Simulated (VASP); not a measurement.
# Cd2O (Fm-3m) in VASP: settings compared, part 2 of 2

VASP 6.6.1.

**4. Single point, PBE**

The input, INCAR:

```
SYSTEM = Cd2O
PREC = Accurate
ENCUT = 520
EDIFF = 1E-7
ISMEAR = 1
SIGMA = 0.0164
LREAL = .FALSE.
LASPH = .TRUE.
NELM = 80
ALGO = Normal
ISIF = 2
LWAVE = .FALSE.
LCHARG = .FALSE.
GGA = PE
NBANDS = 22
ISYM = 0
```

The input, KPOINTS:

```
regular mesh
0
G
  6 6 6
  0 0 0
```

The input, POSCAR:

```
Cd2O
1.0
    0.0000000000      2.7580520000      2.7580520000
    2.7580520000      0.0000000000      2.7580520000
    2.7580520000      2.7580520000      0.0000000000
Cd O
2 1
Direct
    0.2500000000      0.2500000000      0.2500000000
    0.7500000000      0.7500000000      0.7500000000
    0.5000000000      0.5000000000      0.5000000000
```

Potentials or basis: VASP PAW PBE potentials, release 64 (Cd, O).

The run is started by

```
$ cat potpaw_PBE.64/Cd/POTCAR potpaw_PBE.64/O/POTCAR > POTCAR
$ mpirun -np 1 vasp_std > vasp.out
```

OUTCAR:

```text
SYSTEM = Cd2O
   PREC = Accurate
   ENCUT = 520
   EDIFF = 1E-7
   ISMEAR = 1
   LREAL = .FALSE.
   LASPH = .TRUE.
   NELM = 80
   ISIF = 2
   GGA = PE
   ISYM = 0

 ion  position               nearest neighbor table
   1  0.250  0.250  0.250-   3 2.39   3 2.39   3 2.39   3 2.39   2 2.76   2 2.76   2 2.76   2 2.76
                             2 2.76   2 2.76
   2  0.750  0.750  0.750-   3 2.39   3 2.39   3 2.39   3 2.39   1 2.76   1 2.76   1 2.76   1 2.76
                             1 2.76   1 2.76
   3  0.500  0.500  0.500-   1 2.39   2 2.39   1 2.39   1 2.39   1 2.39   2 2.39   2 2.39   2 2.39

[... 761 lines left out ...]
  --------------------------------------------------------------------------------------
  -------------------------------------------------------------------------------------
  Total        8.6669995      8.6670012      8.6669994      0.0000107      0.0000105      0.0000107
  in kB      330.9344731    330.9345368    330.9344685      0.0004085      0.0004024      0.0004069
  external PRESSURE =     330.9344928 kB  Pullay stress =       0.0000000 kB

 VOLUME and BASIS-vectors are now :
 -----------------------------------------------------------------------------
  energy-cutoff  :      520.00
  volume of cell :       41.96
      direct lattice vectors                 reciprocal lattice vectors
     0.000000000  2.758052000  2.758052000    -0.181287372  0.181287372  0.181287372
     2.758052000  0.000000000  2.758052000     0.181287372 -0.181287372  0.181287372
     2.758052000  2.758052000  0.000000000     0.181287372  0.181287372 -0.181287372

 POSITION                                       TOTAL-FORCE (eV/Angst)
 -----------------------------------------------------------------------------------
      1.37903      1.37903      1.37903        -0.000000      0.000001      0.000001
      4.13708      4.13708      4.13708        -0.000000      0.000000     -0.000000
      2.75805      2.75805      2.75805         0.000000     -0.000001     -0.000001
 -----------------------------------------------------------------------------------
    total drift:                                0.000001     -0.000001     -0.000001

  FREE ENERGIE OF THE ION-ELECTRON SYSTEM (eV)
  ---------------------------------------------------
  free  energy   TOTEN  =        -6.2945065160 eV

  energy  without entropy=       -6.2945593414  energy(sigma->0) =       -6.29452412
```

stdout:

```text
POSCAR found type information on POSCAR CdO
 POSCAR found :  2 types and       3 ions
 scaLAPACK will be used
 LDA part: xc-table for (Slater+PW92), standard interpolation
 POSCAR, INCAR and KPOINTS ok, starting setup
 FFT: planning ... GRIDC
 FFT: planning ... GRID_SOFT
 FFT: planning ... GRID
 WAVECAR not read
 entering main loop
```

Run time: 2.8 min. Hardware: 1 thread of AMD EPYC 7R43 (Zen 3), shared host; peak memory 0.19 GiB.

What came out:

```
Free energy            : -6.2945 eV
Pressure               : 33.1 GPa
Band gap on the k mesh : 0.42 eV (least direct gap 1.12 eV)
```

Levels at points of the mesh, in eV from the valence-band top:
```
           k point  band 13  band 14  band 15  band 16  band 17  band 18
(0.00, 0.00, 0.00)    -3.78    -3.78    -3.78     4.10     4.10     4.10
(0.50, 0.00, 0.00)    -4.20    -4.20    -3.04     0.42     5.37     5.37
(0.00, 0.50, 0.00)    -4.20    -4.20    -3.04     0.42     5.37     5.37
(0.00, 0.00, 0.50)    -4.20    -4.20    -3.04     0.42     5.37     5.37
(0.50, 0.50, 0.50)    -4.20    -4.20    -3.04     0.42     5.37     5.37
(0.50, 0.50, 0.00)    -5.71    -5.71    -1.34     1.46     2.15     4.44
(0.00, 0.50, 0.50)    -5.71    -5.71    -1.34     1.46     2.15     4.44
(0.50, 0.00, 0.50)    -5.71    -5.71    -1.34     1.46     2.15     4.44
```

Caveat: the cell stands under pressure. A k mesh can miss the band edges.

**5. Single point, PBE**

The input, INCAR:

```
SYSTEM = Cd2O
PREC = Accurate ; ENCUT = 520
EDIFF = 1E-7 ; ISMEAR = 1
SIGMA = 0.0164 ; LREAL = .False.
LASPH = .True. ; NELM = 100
ALGO = Normal ; ISIF = 2
LWAVE = .False. ; LCHARG = .False.
GGA = PE ; ISYM = 0
NBANDS = 22
```

The input, KPOINTS:

```
Automatic mesh
0
Gamma
  6 6 6
  0.5 0.5 0.5
```

POSCAR is that of step 4.

Potentials or basis: VASP PAW PBE potentials, release 64 (Cd, O).

The run is started by

```
$ cat potpaw_PBE.64/Cd/POTCAR potpaw_PBE.64/O/POTCAR > POTCAR
$ mpirun -np 1 vasp_std > vasp.out
```

OUTCAR:

```text
SYSTEM = Cd2O
   PREC = Accurate
   ENCUT = 520
   EDIFF = 1E-7
   ISMEAR = 1
   LREAL = .False.
   LASPH = .True.
   NELM = 100
   ISIF = 2
   GGA = PE
   ISYM = 0

 ion  position               nearest neighbor table
   1  0.250  0.250  0.250-   3 2.39   3 2.39   3 2.39   3 2.39   2 2.76   2 2.76   2 2.76   2 2.76
                             2 2.76   2 2.76
   2  0.750  0.750  0.750-   3 2.39   3 2.39   3 2.39   3 2.39   1 2.76   1 2.76   1 2.76   1 2.76
                             1 2.76   1 2.76
   3  0.500  0.500  0.500-   1 2.39   2 2.39   1 2.39   1 2.39   1 2.39   2 2.39   2 2.39   2 2.39

[... 761 lines left out ...]
  --------------------------------------------------------------------------------------
  -------------------------------------------------------------------------------------
  Total        8.6383107      8.6383105      8.6383107      0.0000094      0.0000099      0.0000092
  in kB      329.8390392    329.8390327    329.8390402      0.0003577      0.0003775      0.0003529
  external PRESSURE =     329.8390374 kB  Pullay stress =       0.0000000 kB

 VOLUME and BASIS-vectors are now :
 -----------------------------------------------------------------------------
  energy-cutoff  :      520.00
  volume of cell :       41.96
      direct lattice vectors                 reciprocal lattice vectors
     0.000000000  2.758052000  2.758052000    -0.181287372  0.181287372  0.181287372
     2.758052000  0.000000000  2.758052000     0.181287372 -0.181287372  0.181287372
     2.758052000  2.758052000  0.000000000     0.181287372  0.181287372 -0.181287372

 POSITION                                       TOTAL-FORCE (eV/Angst)
 -----------------------------------------------------------------------------------
      1.37903      1.37903      1.37903         0.000001      0.000002      0.000002
      4.13708      4.13708      4.13708        -0.000001     -0.000002     -0.000002
      2.75805      2.75805      2.75805        -0.000000     -0.000000     -0.000000
 -----------------------------------------------------------------------------------
    total drift:                               -0.000000     -0.000000     -0.000000

  FREE ENERGIE OF THE ION-ELECTRON SYSTEM (eV)
  ---------------------------------------------------
  free  energy   TOTEN  =        -6.2965165430 eV

  energy  without entropy=       -6.2965693684  energy(sigma->0) =       -6.29653415
```

OSZICAR:

```text
N       E                     dE             d eps       ncg     rms          rms(c)
DAV:   1     0.251141512223E+03    0.25114E+03   -0.16823E+04 19032   0.143E+03
DAV:   2     0.133039060709E+01   -0.24981E+03   -0.23591E+03 20652   0.383E+02
DAV:   3    -0.852410477860E+01   -0.98545E+01   -0.97957E+01 22206   0.829E+01
DAV:   4    -0.856489604792E+01   -0.40791E-01   -0.40789E-01 20904   0.518E+00
DAV:   5    -0.856499585299E+01   -0.99805E-04   -0.11741E-03 22644   0.251E-01    0.118E+01
DAV:   6    -0.656730063048E+01    0.19977E+01   -0.10845E+01 25596   0.408E+01    0.108E+01
DAV:   7    -0.632803981865E+01    0.23926E+00   -0.19612E+00 20970   0.114E+01    0.559E+00
DAV:   8    -0.630621498176E+01    0.21825E-01   -0.32572E-01 19680   0.384E+00    0.100E+00
DAV:   9    -0.629682579871E+01    0.93892E-02   -0.29494E-02 22134   0.115E+00    0.252E-01
DAV:  10    -0.629657764864E+01    0.24815E-03   -0.42523E-03 20148   0.571E-01    0.108E-01
DAV:  11    -0.629653642679E+01    0.41222E-04   -0.69663E-04 22830   0.191E-01    0.787E-02
DAV:  12    -0.629651653060E+01    0.19896E-04   -0.10287E-04 23046   0.104E-01    0.579E-03
DAV:  13    -0.629651660139E+01   -0.70788E-07   -0.46010E-06 20550   0.167E-02    0.260E-03
DAV:  14    -0.629651654300E+01    0.58392E-07   -0.10354E-07 13714   0.239E-03
   1 F= -.62965165E+01 E0= -.62965342E+01  d E =0.528254E-04
```

Wall time 10 min (1 thread of AMD EPYC 7R43 (Zen 3), shared host); peak memory 0.4 GiB.

What came out:

- Free energy: -6.2965 eV
- Pressure: 33.0 GPa
- Band gap on the k mesh: 0.22 eV (least direct gap 0.89 eV)

Levels at points of the mesh, in eV from the valence-band top:
```tsv
k point	band 13	band 14	band 15	band 16	band 17	band 18
(0.08, 0.08, 0.08)	-4.05	-4.05	-4.00	3.33	3.98	3.98
```

Caveat: the cell stands under pressure; a shifted mesh leaves out Γ, where band edges can lie. A k mesh can miss the band edges.

**6. Overview**

```tsv
level	k mesh	gap on the mesh (eV)	pressure (GPa)
PBE	6 × 6 × 6	0.42	33.1
revPBE	6 × 6 × 6	0.43	36.2
PBE	6 × 6 × 6, shifted	0.22	33.0
```

Alike in all rows: task single point; potentials or basis VASP PAW PBE potentials, release 64 (Cd, O); no spin polarisation; cell as given; cutoff (eV) 520; smearing methfessel-paxton 0.0164 eV.

On the cell as given the gap runs from 0.22 eV (PBE) to 0.43 eV (revPBE). The pressure there spans 33.0 GPa (PBE) to 36.2 GPa (revPBE); a positive pressure means that this level wants a larger cell, a negative one a smaller.

Caveats: the cell stands under pressure; the PAW data sets were made with another functional, which shifts forces and pressure a little (at least some runs); a shifted mesh leaves out Γ, where band edges can lie (at least some runs).

Absolute energies hang on the potentials; compare differences alone.
